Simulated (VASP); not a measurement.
# NaBe3 (Fm-3m) in VASP: further runs

The runs below take NaBe3 through single point, relaxation of cell and atoms, with PBE.

All numbers are computed with VASP 6.6.1; they aren't measurements. Logs are shortened: lines on timing, memory, paths and dates and some standing lists are left out, and cuts for length are marked.

## Step 1: The cell of the first run

It takes space group Fm-3m (No. 225, cubic). Conventional cell: a = 5.760 Å, b = 5.760 Å, c = 5.760 Å, α = 90.00°, β = 90.00°, γ = 90.00°. Within 3.3 Å of Na (site symmetry m-3m) lie 14 Be at 2.49 to 2.88 Å. Be (site symmetry m-3m) has 8 Be at 2.49 Å and 6 Na at 2.88 Å within 3.3 Å. Within 3.3 Å of Be (site symmetry -43m) lie 4 Na at 2.49 Å and 10 Be at 2.49 to 2.88 Å.

## Step 2: Single point, PBE

INCAR reads:

```
SYSTEM = NaBe3
ALGO = Normal
EDIFF = 1E-6
ENCUT = 520
GGA = PE
ISIF = 2
ISMEAR = 0
LASPH = .TRUE.
LCHARG = .TRUE.
LELF = .TRUE.
LREAL = .FALSE.
LVHAR = .TRUE.
LWAVE = .FALSE.
NBANDS = 14
NELM = 100
PREC = Accurate
SIGMA = 0.1
```

KPOINTS reads:

```
k-points
0
G
  14 14 14
  0 0 0
```

POSCAR reads:

```
NaBe3
1.0
    0.0000000000      2.8797519765      2.8797519765
    2.8797519765      0.0000000000      2.8797519765
    2.8797519765      2.8797519765      0.0000000000
Na Be
1 3
Direct
    0.0000000000      0.0000000000      0.0000000000
    0.5000000000      0.5000000000      0.5000000000
    0.2500000000      0.2500000000      0.2500000000
    0.7500000000      0.7500000000      0.7500000000
```

Potentials or basis: VASP PAW PBE potentials, release 64 (Na_pv, Be).

Started as:

```bash
cat potpaw_PBE.64/Na_pv/POTCAR potpaw_PBE.64/Be/POTCAR > POTCAR
mpirun -np 1 vasp_std > vasp.out
```

OUTCAR:

```text
SYSTEM = NaBe3
   EDIFF = 1E-6
   ENCUT = 520
   GGA = PE
   ISIF = 2
   ISMEAR = 0
   LASPH = .TRUE.
   LREAL = .FALSE.
   NELM = 100
   PREC = Accurate

 ion  position               nearest neighbor table
   1  0.000  0.000  0.000-   4 2.49   4 2.49   4 2.49   3 2.49   4 2.49   3 2.49   3 2.49   3 2.49

   2  0.500  0.500  0.500-
   3  0.250  0.250  0.250-   1 2.49   1 2.49   1 2.49   1 2.49
   4  0.750  0.750  0.750-   1 2.49   1 2.49   1 2.49   1 2.49

  LATTYP: Found a face centered cubic cell.
 ALAT       =     5.7595039530

  Lattice vectors:

 A1 = (   0.0000000000,   2.8797519765,   2.8797519765)
 A2 = (   2.8797519765,   0.0000000000,   2.8797519765)
 A3 = (   2.8797519765,   2.8797519765,   0.0000000000)

Analysis of symmetry for initial positions (statically):
=====================================================================
 Subroutine PRICEL returns:
 Original cell was already a primitive cell.

 Routine SETGRP: Setting up the symmetry group for a
 face centered cubic supercell.

 Subroutine GETGRP returns: Found 48 space group operations
 (whereof 48 operations were pure point group operations)
 out of a pool of 48 trial point group operations.

The static configuration has the point symmetry O_h .

Analysis of symmetry for dynamics (positions and initial velocities):
=====================================================================
 Subroutine PRICEL returns:
 Original cell was already a primitive cell.

 Routine SETGRP: Setting up the symmetry group for a
 face centered cubic supercell.

 Subroutine GETGRP returns: Found 48 space group operations
 (whereof 48 operations were pure point group operations)
 out of a pool of 48 trial point group operations.

The dynamic configuration has the point symmetry O_h .

 Subroutine INISYM returns: Found 48 space group operations
 (whereof 48 operations are pure point group operations),
 and found     1 'primitive' translations

----------------------------------------------------------------------------------------

                                     Primitive cell

  volume of cell :      47.7634

  direct lattice vectors                    reciprocal lattice vectors
     0.000000000  2.879751977  2.879751977    -0.173626064  0.173626064  0.173626064
     2.879751977  0.000000000  2.879751977     0.173626064 -0.173626064  0.173626064
     2.879751977  2.879751977  0.000000000     0.173626064  0.173626064 -0.173626064

  length of vectors
     4.072584301  4.072584301  4.072584301     0.300729164  0.300729164  0.300729164

  position of ions in fractional coordinates (direct lattice)
     0.000000000  0.000000000  0.000000000
     0.500000000  0.500000000  0.500000000
     0.250000000  0.250000000  0.250000000
     0.750000000  0.750000000  0.750000000

  ion indices of the primitive-cell ions
   primitive index   ion index
                 1           1
                 2           2
                 3           3
                 4           4

----------------------------------------------------------------------------------------

 KPOINTS: k-points

Automatic generation of k-mesh.
 Grid dimensions read from file:
 generate k-points for:   14   14   14

 Generating k-lattice:

  Cartesian coordinates                     Fractional coordinates (reciprocal lattice)
    -0.012401862  0.012401862  0.012401862     0.071428571  0.000000000  0.000000000
     0.012401862 -0.012401862  0.012401862     0.000000000  0.071428571  0.000000000
     0.012401862  0.012401862 -0.012401862     0.000000000  0.000000000  0.071428571

  Length of vectors
     0.021480655  0.021480655  0.021480655

  Shift w.r.t. Gamma in fractional coordinates (k-lattice)
     0.000000000  0.000000000  0.000000000

 Subroutine IBZKPT returns following result:
 ===========================================

 Found    104 irreducible k-points:

 Following reciprocal coordinates:
            Coordinates               Weight
  0.000000  0.000000  0.000000      1.000000
  0.071429  0.000000  0.000000      8.000000
  0.142857  0.000000  0.000000      8.000000
  0.214286  0.000000  0.000000      8.000000
  0.285714  0.000000  0.000000      8.000000
  0.357143  0.000000  0.000000      8.000000
[... 16 lines left out ...]
  0.214286  0.142857  0.000000     24.000000
  0.285714  0.142857  0.000000     24.000000
 [... further k-points ...]
   k-points           NKPTS =    104   k-points in BZ     NKDIM =    104   number of bands    NBANDS=     14
   number of dos      NEDOS =    301   number of ions     NIONS =      4
   total plane-waves  NPLWV =  27000
   dimension x,y,z NGX =    30 NGY =   30 NGZ =   30
   dimension x,y,z NGXF=    60 NGYF=   60 NGZF=   60
   ions per type =               1   3
   NGX,Y,Z   is equivalent  to a cutoff of  12.25, 12.25, 12.25 a.u.
   NGXF,Y,Z  is equivalent  to a cutoff of  24.49, 24.49, 24.49 a.u.
 SYSTEM =  NaBe3
   PREC   = accura    normal or accurate (medium, high low for compatibility)
   ISTART =      0    job   : 0-new  1-cont  2-samecut
   ICHARG =      2    charge: 1-file 2-atom 10-const
   ISPIN  =      1    spin polarized calculation?
   LNONCOLLINEAR =      F non collinear calculations
   LSORBIT =      F    spin-orbit coupling
   LASPH  =      T    aspherical Exc in radial PAW
   ENCUT  =  520.0 eV  38.22 Ry    6.18 a.u.   7.57  7.57  7.57*2*pi/ulx,y,z
   NELM   =    100;   NELMIN=  2; NELMDL= -5     # of ELM steps
   EDIFF  = 0.1E-05   stopping-criterion for ELM
   LREAL  =      F    real-space projection
   EDIFFG = 0.1E-04   stopping-criterion for IOM
   NSW    =      0    number of steps for IOM
   IBRION =     -1    ionic relax: 0-MD 1-quasi-New 2-CG
   NFREE  =      0    steps in history (QN), initial steepest desc. (CG)
   ISIF   =      2    stress and relaxation
   ISYM   =      2    0-nonsym 1-usesym 2-fastsym
   POTIM  = 0.5000    time-step for ionic-motion
   TEBEG  =    0.0;   TEEND  =   0.0 temperature during run
   PSTRESS=    0.0 pullay stress
   NELECT =      13.0000    total number of electrons
   NUPDOWN=      -1.0000    fix difference up-down
   EMIN   =  10.00;   EMAX   =-10.00  energy-range for DOS
   EFERMI =   0.00;   METHOD = LEGACY
   ISMEAR =     0;   SIGMA  =   0.10  broadening in eV -4-tet -1-fermi 0-gaus
   EFERMI_NEDOS =   21; number of points for ismear=-14 and -15
   IALGO  =     38    algorithm
   IMIX   =      4    mixing-type and parameters
     AMIX     =   0.40;   BMIX     =  1.00
     AMIX_MAG =   1.60;   BMIX_MAG =  1.00
  volume/ion in A,a.u.               =      11.94        80.58
  Fermi-wavevector in a.u.,A,eV,Ry     =   1.060940  2.004886 15.314635  1.125594
  Thomas-Fermi vector in A             =   2.196339
   LORBIT       =      0    0 simple, 1 ext, 2 COOP (PROOUT), +10 PAW based schemes
   GGA     = PE    functional components
   LHFCALC =     F    Hartree Fock is set to
   AEXX    =    0.0000 exact exchange contribution
   IVDW    =     0    specifies the selected vdW correction
   LEPSILON=     F    determine dielectric tensor
   LRPA    =     F    only Hartree local field effects (RPA)
 non-spin polarized calculation
 Gauss-broadening in eV      SIGMA  =   0.10
  energy-cutoff  :      520.00
  volume of cell :       47.76
 maximum number of plane-waves:      1308
   NGX = 15   NGY = 15   NGZ = 15

 number of electron      12.9999996 magnetization

 Free energy of the ion-electron system (eV)
  ---------------------------------------------------
  ext. energy  EPLUGINS =         0.00000000
  ---------------------------------------------------
  free energy    TOTEN  =        -9.55034249 eV

  energy without entropy =       -9.54463678  energy(sigma->0) =       -9.54748964

 E-fermi :   3.7065     XC(G=0):  -9.5923

 val. band max:        3.6913378381   @ k =  -0.3571   0.0714   0.0000
 cond. band min:       3.7108404390   @ k =   0.2143   0.1429   0.0714
 fundamental gap:      0.0195026009
 Fermi energy:         3.7064702478

 k-point     1 :       0.0000    0.0000    0.0000
  band No.  band energies     occupation
      1     -19.3892      2.00000
      2     -19.3892      2.00000
      3     -19.3892      2.00000
      4      -4.1229      2.00000
      5       5.2309      0.00000
      6       5.2309      0.00000
      7       5.2309      0.00000
      8       6.5732      0.00000
      9       6.5732      0.00000
     10       6.5732      0.00000
     11       9.2884      0.00000
     12      10.7269      0.00000
     13      10.7269      0.00000
     14      10.7269      0.00000

 k-point     2 :       0.0714    0.0000    0.0000
  band No.  band energies     occupation
      1     -19.3908      2.00000
      2     -19.3894      2.00000
      3     -19.3894      2.00000
      4      -4.0628      2.00000
      5       4.6220      0.00000
      6       5.1173      0.00000
      7       5.1173      0.00000
      8       6.6899      0.00000
      9       6.6899      0.00000
     10       6.9899      0.00000
     11       9.4318      0.00000
     12      10.4780      0.00000
     13      10.4780      0.00000
     14      10.7443      0.00000

 k-point     3 :       0.1429    0.0000    0.0000
  band No.  band energies     occupation
      1     -19.3952      2.00000
      2     -19.3901      2.00000
      3     -19.3901      2.00000
      4      -3.8831      2.00000
      5       3.5822      1.92122
      6       4.8826      0.00000
      7       4.8826      0.00000
      8       6.8802      0.00000
      9       6.8802      0.00000
     10       7.4479      0.00000
     11       9.7428      0.00000
     12      10.1789      0.00000
     13      10.1789      0.00000
     14      10.9165      0.00000
[... 324 lines left out ...]
 k-point    23 :       0.2143    0.1429    0.0000
  band No.  band energies     occupation
      1     -19.3988      2.00000
      2     -19.3928      2.00000
      3     -19.3924      2.00000
      4      -3.5858      2.00000
      5       3.2832      2.00000
      6       3.7312      0.72613
      7       4.8323      0.00000
      8       5.1722      0.00000
      9       8.4642      0.00000
     10       8.4879      0.00000
     11       8.7669      0.00000
     12      10.3253      0.00000
     13      11.3657      0.00000
     14      11.6263      0.00000

 k-point    24 :       0.2857    0.1429    0.0000
  band No.  band energies     occupation
      1     -19.4046      2.00000
      2     -19.3940      2.00000
      3     -19.3934      2.00000
      4      -3.2522      2.00000
      5       2.2787      2.00000
      6       3.5260      1.98928
      7       4.3743      0.00000
      8       5.4398      0.00000
      9       8.4545      0.00000
     10       8.6537      0.00000
     11       8.8544      0.00000
     12      10.4681      0.00000
     13      11.6515      0.00000
     14      12.3155      0.00000

 [... further k-points ...]

------------------------ aborting loop because EDIFF is reached ----------------------------------------

  FORCE on cell =-STRESS in cart. coord.  units (eV):
  Direction    XX          YY          ZZ          XY          YZ          ZX
  --------------------------------------------------------------------------------------
  -------------------------------------------------------------------------------------
  Total        0.0389722      0.0389722      0.0389722      0.0000000      0.0000000     -0.0000000
  in kB        1.3072856      1.3072856      1.3072856      0.0000000      0.0000000     -0.0000000
  external PRESSURE =       1.3072856 kB  Pullay stress =       0.0000000 kB

 VOLUME and BASIS-vectors are now :
 -----------------------------------------------------------------------------
  energy-cutoff  :      520.00
  volume of cell :       47.76
      direct lattice vectors                 reciprocal lattice vectors
     0.000000000  2.879751977  2.879751977    -0.173626064  0.173626064  0.173626064
     2.879751977  0.000000000  2.879751977     0.173626064 -0.173626064  0.173626064
     2.879751977  2.879751977  0.000000000     0.173626064  0.173626064 -0.173626064

 POSITION                                       TOTAL-FORCE (eV/Angst)
 -----------------------------------------------------------------------------------
      0.00000      0.00000      0.00000         0.000000      0.000000      0.000000
      2.87975      2.87975      2.87975         0.000000      0.000000      0.000000
      1.43988      1.43988      1.43988         0.000000      0.000000      0.000000
      4.31963      4.31963      4.31963        -0.000000     -0.000000     -0.000000
 -----------------------------------------------------------------------------------
    total drift:                                0.000000     -0.000000     -0.000000

  FREE ENERGIE OF THE ION-ELECTRON SYSTEM (eV)
  ---------------------------------------------------
  free  energy   TOTEN  =        -9.5503424874 eV

  energy  without entropy=       -9.5446367833  energy(sigma->0) =       -9.54748964
```

Run time: 65 s. Hardware: 1 thread of Intel Xeon Platinum 8375C at 2.90GHz (Ice Lake), shared host; peak memory 0.2 GiB.

Results:

```
Free energy            : -9.5503 eV
Pressure               : 0.1 GPa
Band gap on the k mesh : zero (an odd number of electrons rules out a gap without spin polarisation)
```

## Step 3: Relaxation of cell and atoms, PBE

INCAR reads:

```
SYSTEM = NaBe3
  PREC = Accurate
  ENCUT = 600
  EDIFF = 1E-7
  ISMEAR = 0
  SIGMA = 0.1
  LREAL = .False.
  LASPH = .True.
  NELM = 100
  ALGO = Normal
  ISIF = 3
  LWAVE = .False.
  LCHARG = .False.
  GGA = PE
  IBRION = 2
  NSW = 100
  EDIFFG = -0.01
```

KPOINTS reads:

```
regular mesh
0
Gamma
  14 14 14
  0 0 0
```

POSCAR reads:

```
NaBe3
1.0
    0.0000000000      2.8780872986      2.8780872986
    2.8780872986      0.0000000000      2.8780872986
    2.8780872986      2.8780872986      0.0000000000
Na Be
1 3
Direct
    0.0000000000      0.0000000000      0.0000000000
    0.5000000000      0.5000000000      0.5000000000
    0.2500000000      0.2500000000      0.2500000000
    0.7500000000      0.7500000000      0.7500000000
```

Potentials or basis: VASP PAW PBE potentials, release 64 (Na_pv, Be).

Started as:

```bash
cat potpaw_PBE.64/Na_pv/POTCAR potpaw_PBE.64/Be/POTCAR > POTCAR
mpirun -np 1 vasp_std > vasp.out
```

Run time: 2 min. Hardware: 1 thread of Intel Xeon Platinum 8375C at 2.90GHz (Ice Lake), shared host; peak memory 0.21 GiB.

It converged, with:

```yaml
Free_energy: -9.5505 eV
Relaxed_volume: 11.95 Å³/atom
Relaxed_cell: a = 4.074 Å, b = 4.074 Å, c = 4.074 Å, α = 60.00°, β = 60.00°, γ = 60.00°
Space_group_after_relaxing_to_0.1_Å: Fm-3m (No. 225)
Energy_gained_by_relaxing: 0.0 meV/atom
Ionic_steps: 2
Pressure_after_relaxing: 0.1 GPa
Band_gap_on_the_k_mesh: zero (an odd number of electrons rules out a gap without spin polarisation)
```

The path:
```
step  energy change (eV)  largest force (eV/Å)  pressure (GPa)  volume (Å³)
   1              0.0000                0.0000            0.24        47.68
   2             -0.0001                0.0000            0.06        47.80
```

Final structure:
```cif
data_structure
_symmetry_space_group_name_H-M 'P 1'
_symmetry_Int_Tables_number 1
_cell_length_a 4.0737
_cell_length_b 4.0737
_cell_length_c 4.0737
_cell_angle_alpha 60.000
_cell_angle_beta 60.000
_cell_angle_gamma 60.000
_cell_volume 47.80
loop_
_atom_site_label
_atom_site_type_symbol
_atom_site_fract_x
_atom_site_fract_y
_atom_site_fract_z
_atom_site_occupancy
Na1 Na 0.00000 0.00000 0.00000 1
Be1 Be 0.50000 0.50000 0.50000 1
Be2 Be 0.25000 0.25000 0.25000 1
Be3 Be 0.75000 0.75000 0.75000 1
```

Levels at points of the mesh, in eV from the Fermi level:
| k point | band 5 | band 6 | band 7 | band 8 | band 9 | band 10 |
| --- | --- | --- | --- | --- | --- | --- |
| (0.00, 0.00, 0.00) | 1.52 | 1.52 | 1.52 | 2.87 | 2.87 | 2.87 |
| (0.50, 0.00, 0.00) | -4.83 | 0.52 | 0.52 | 2.61 | 2.61 | 4.12 |
| (0.50, 0.50, 0.00) | -4.08 | -1.49 | -1.49 | 0.32 | 3.30 | 7.76 |
